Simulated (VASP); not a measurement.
# AlN (P6_3/mmc) in VASP: a series of runs

Aim: see how the results for AlN move with the level of theory and the settings. Levels: PBE, LDA. Tasks: single point.

Everything below comes from runs of VASP 6.6.1. Logs are shortened: lines on timing, memory, paths and dates and some standing lists are left out, and cuts for length are marked.

### Step 1. The cell of the first run

The structure is hexagonal, space group P6_3/mmc (No. 194). Conventional cell: a = 2.833 Å, b = 2.833 Å, c = 4.841 Å, α = 90.00°, β = 90.00°, γ = 120.00°. Within 2.7 Å of Al (site symmetry -3m) lie 6 N at 2.03 Å and 2 Al at 2.42 Å. N (site symmetry -6m2) has 6 Al at 2.03 Å within 2.7 Å.

### Step 2. Single point, PBE

The input, INCAR:

```
PREC = Accurate ; ENCUT = 520
EDIFF = 1E-6 ; ISMEAR = 0
SIGMA = 0.01 ; LREAL = F
LASPH = T ; NELM = 60
ALGO = Normal ; ISIF = 2
LWAVE = F ; LCHARG = F
GGA = PE ; NBANDS = 16
```

The input, KPOINTS:

```
regular mesh
0
Gamma
  6 6 4
```

The input, POSCAR:

```
AlN
1.0
    2.8328531496      0.0000000000      0.0000000000
   -1.4164265748      2.4533227928      0.0000000000
    0.0000000000      0.0000000000      4.8410108813
Al N
2 2
Direct
    0.0000000000      0.0000000000      0.0000000000
    0.0000000000      0.0000000000      0.5000000000
    0.3333333333      0.6666666667      0.2500000000
    0.6666666667      0.3333333333      0.7500000000
```

Potentials or basis: VASP PAW PBE potentials, release 64 (Al, N).

On the command line:

```console
$ cat potpaw_PBE.64/Al/POTCAR potpaw_PBE.64/N/POTCAR > POTCAR
$ mpirun -np 1 vasp_std > vasp.out
```

OUTCAR:

```text
PREC = Accurate
   ENCUT = 520
   EDIFF = 1E-6
   ISMEAR = 0
   LREAL = F
   LASPH = T
   NELM = 60
   ISIF = 2
   GGA = PE

 ion  position               nearest neighbor table
   1  0.000  0.000  0.000-   3 2.03   4 2.03   4 2.03   3 2.03   4 2.03   3 2.03   2 2.42   2 2.42

   2  0.000  0.000  0.500-   3 2.03   4 2.03   4 2.03   3 2.03   4 2.03   3 2.03   1 2.42   1 2.42

   3  0.333  0.667  0.250-   1 2.03   2 2.03   1 2.03   2 2.03   1 2.03   2 2.03
   4  0.667  0.333  0.750-   1 2.03   2 2.03   1 2.03   2 2.03   1 2.03   2 2.03

  LATTYP: Found a hexagonal cell.
 ALAT       =     2.8328531496
 C/A-ratio  =     1.7088816912

  Lattice vectors:

 A1 = (   2.8328531496,   0.0000000000,   0.0000000000)
 A2 = (  -1.4164265748,   2.4533227928,   0.0000000000)
 A3 = (   0.0000000000,   0.0000000000,   4.8410108813)

Analysis of symmetry for initial positions (statically):
=====================================================================
 Subroutine PRICEL returns:
 Original cell was already a primitive cell.

 Routine SETGRP: Setting up the symmetry group for a
 hexagonal supercell.

 Subroutine GETGRP returns: Found 24 space group operations
 (whereof 12 operations were pure point group operations)
 out of a pool of 24 trial point group operations.

The static configuration has the point symmetry D_3d.
 The point group associated with its full space group is D_6h.

Analysis of symmetry for dynamics (positions and initial velocities):
=====================================================================
 Subroutine PRICEL returns:
 Original cell was already a primitive cell.

 Routine SETGRP: Setting up the symmetry group for a
 hexagonal supercell.

 Subroutine GETGRP returns: Found 24 space group operations
 (whereof 12 operations were pure point group operations)
 out of a pool of 24 trial point group operations.

The dynamic configuration has the point symmetry D_3d.
 The point group associated with its full space group is D_6h.

 Subroutine INISYM returns: Found 24 space group operations
 (whereof 12 operations are pure point group operations),
 and found     1 'primitive' translations

----------------------------------------------------------------------------------------

                                     Primitive cell

  volume of cell :      33.6446

  direct lattice vectors                    reciprocal lattice vectors
[... 89 lines left out ...]
   EDIFFG = 0.1E-04   stopping-criterion for IOM
   NSW    =      0    number of steps for IOM
   IBRION =     -1    ionic relax: 0-MD 1-quasi-New 2-CG
   NFREE  =      0    steps in history (QN), initial steepest desc. (CG)
   ISIF   =      2    stress and relaxation
   ISYM   =      2    0-nonsym 1-usesym 2-fastsym
   POTIM  = 0.5000    time-step for ionic-motion
   TEBEG  =    0.0;   TEEND  =   0.0 temperature during run
   PSTRESS=    0.0 pullay stress
   NELECT =      16.0000    total number of electrons
   NUPDOWN=      -1.0000    fix difference up-down
   EMIN   =  10.00;   EMAX   =-10.00  energy-range for DOS
   EFERMI =   0.00;   METHOD = LEGACY
   ISMEAR =     0;   SIGMA  =   0.01  broadening in eV -4-tet -1-fermi 0-gaus
   EFERMI_NEDOS =   21; number of points for ismear=-14 and -15
   IALGO  =     38    algorithm
   IMIX   =      4    mixing-type and parameters
     AMIX     =   0.40;   BMIX     =  1.00
     AMIX_MAG =   1.60;   BMIX_MAG =  1.00
  volume/ion in A,a.u.               =       8.41        56.76
  Fermi-wavevector in a.u.,A,eV,Ry     =   1.277840  2.414768 22.216622  1.632876
  Thomas-Fermi vector in A             =   2.410417
   LORBIT       =      0    0 simple, 1 ext, 2 COOP (PROOUT), +10 PAW based schemes
   GGA     = PE    functional components
   LHFCALC =     F    Hartree Fock is set to
   AEXX    =    0.0000 exact exchange contribution
   IVDW    =     0    specifies the selected vdW correction
   LEPSILON=     F    determine dielectric tensor
   LRPA    =     F    only Hartree local field effects (RPA)
 non-spin polarized calculation
 Gauss-broadening in eV      SIGMA  =   0.01
  energy-cutoff  :      520.00
  volume of cell :       33.64
 maximum number of plane-waves:       920
 NGX is ok and might be reduce to    24
   NGX = 11   NGY = 11   NGZ = 19

 number of electron      15.9999999 magnetization

 Free energy of the ion-electron system (eV)
  ---------------------------------------------------
  ext. energy  EPLUGINS =         0.00000000
  ---------------------------------------------------
  free energy    TOTEN  =       -28.43623387 eV

  energy without entropy =      -28.43623387  energy(sigma->0) =      -28.43623387

 E-fermi :   9.8460     XC(G=0): -12.1769

 val. band max:        9.8030974646   @ k =   0.0000   0.0000   0.0000
 cond. band min:      14.8005882625   @ k =   0.5000   0.0000   0.2500
 fundamental gap:      4.9974907979
 Fermi energy:         9.8460455098

 k-point     1 :       0.0000    0.0000    0.0000
  band No.  band energies     occupation
      1      -7.7104      2.00000
      2      -4.7857      2.00000
      3       1.2066      2.00000
      4       8.9487      2.00000
      5       8.9487      2.00000
      6       9.2476      2.00000
[... 376 lines left out ...]
      3       3.5100      2.00000
      4       3.5100      2.00000
      5       3.6310      2.00000
      6       3.6310      2.00000
[... 8 lines left out ...]
     15      22.1305      0.00000
     16      22.1305      0.00000

------------------------ aborting loop because EDIFF is reached ----------------------------------------

  FORCE on cell =-STRESS in cart. coord.  units (eV):
  Direction    XX          YY          ZZ          XY          YZ          ZX
  --------------------------------------------------------------------------------------
  -------------------------------------------------------------------------------------
  Total        1.1576775      1.1576775      1.4390229      0.0000000      0.0000000     -0.0000000
  in kB       55.1294136     55.1294136     68.5272745      0.0000000      0.0000000     -0.0000000
  external PRESSURE =      59.5953673 kB  Pullay stress =       0.0000000 kB

 VOLUME and BASIS-vectors are now :
 -----------------------------------------------------------------------------
  energy-cutoff  :      520.00
  volume of cell :       33.64
      direct lattice vectors                 reciprocal lattice vectors
     2.832853150  0.000000000  0.000000000     0.353001002  0.203805223  0.000000000
    -1.416426575  2.453322793  0.000000000     0.000000000  0.407610447  0.000000000
     0.000000000  0.000000000  4.841010881     0.000000000  0.000000000  0.206568426

 POSITION                                       TOTAL-FORCE (eV/Angst)
 -----------------------------------------------------------------------------------
      0.00000      0.00000      0.00000        -0.000000      0.000000      0.000000
      0.00000      0.00000      2.42051        -0.000000      0.000000      0.000000
     -0.00000      1.63555      1.21025         0.000000     -0.000000      0.000000
      1.41643      0.81777      3.63076         0.000000      0.000000      0.000000
 -----------------------------------------------------------------------------------
    total drift:                               -0.000000      0.000000     -0.000000

  FREE ENERGIE OF THE ION-ELECTRON SYSTEM (eV)
  ---------------------------------------------------
  free  energy   TOTEN  =       -28.4362338717 eV

  energy  without entropy=      -28.4362338717  energy(sigma->0) =      -28.43623387
```

stdout:

```text
POSCAR found type information on POSCAR AlN
 POSCAR found :  2 types and       4 ions
 scaLAPACK will be used
 LDA part: xc-table for (Slater+PW92), standard interpolation
 POSCAR, INCAR and KPOINTS ok, starting setup
 FFT: planning ... GRIDC
 FFT: planning ... GRID_SOFT
 FFT: planning ... GRID
 WAVECAR not read
 entering main loop
```

It took 8.8 s on 1 thread of Intel Xeon Platinum 8488C (Sapphire Rapids), shared host; peak memory 0.14 GiB.

What came out:

```yaml
Free_energy: -28.4362 eV
Pressure: 6.0 GPa
Band_gap_on_the_k_mesh: 5.00 eV, indirect (least direct gap 5.18 eV)
```

Stress tensor (GPa, compression positive):
```
5.51 0.00 0.00
0.00 5.51 0.00
0.00 0.00 6.85
```

Caveat: the k points lie up to 0.43 Å⁻¹ apart. A k mesh can miss the band edges.

### Step 3. Single point, PBE

The input, INCAR:

```
SYSTEM = AlN
ALGO = Normal
EDIFF = 1E-6
ENCUT = 520
GGA = PE
ISIF = 2
ISMEAR = 0
LASPH = .True.
LCHARG = .True.
LELF = .True.
LREAL = .False.
LVHAR = .True.
LWAVE = .False.
NBANDS = 16
NELM = 60
PREC = Accurate
SIGMA = 0.01
```

The input, KPOINTS:

```
k-points
0
Gamma
  6 6 4
  0 0 0
```

POSCAR is that of step 2.

Potentials or basis: VASP PAW PBE potentials, release 64 (Al, N).

On the command line:

```console
$ cat potpaw_PBE.64/Al/POTCAR potpaw_PBE.64/N/POTCAR > POTCAR
$ mpirun -np 1 vasp_std > vasp.out
```

Run time: 8.6 s. Hardware: 1 thread of Intel Xeon Platinum 8488C (Sapphire Rapids), shared host; peak memory 0.14 GiB.

It converged, with:

```
Free energy            : -28.4362 eV
Pressure               : 6.0 GPa
Band gap on the k mesh : 5.00 eV, indirect (least direct gap 5.18 eV)
```

Stress tensor (GPa, compression positive):
```
5.51 0.00 0.00
0.00 5.51 0.00
0.00 0.00 6.85
```

Levels at points of the mesh, in eV from the valence-band top:
```tsv
k point	band 4	band 5	band 6	band 7	band 8	band 9	band 10	band 11	band 12	band 13
(0.00, 0.00, 0.00)	-0.85	-0.85	-0.56	0.00	0.00	5.18	6.37	8.98	12.44	12.44
(0.50, 0.00, 0.00)	-6.20	-5.05	-3.07	-2.56	-1.10	5.36	6.37	6.64	10.84	10.97
(0.00, 0.00, 0.50)	-4.90	-0.44	-0.44	-0.44	-0.44	6.64	6.64	10.43	10.43	11.95
(0.50, 0.00, 0.50)	-7.78	-2.68	-2.68	-1.91	-1.91	5.64	5.64	7.13	7.13	12.90
```

Caveat: the k points lie up to 0.43 Å⁻¹ apart. A k mesh can miss the band edges.

(Part 1 of 2 ends here.)
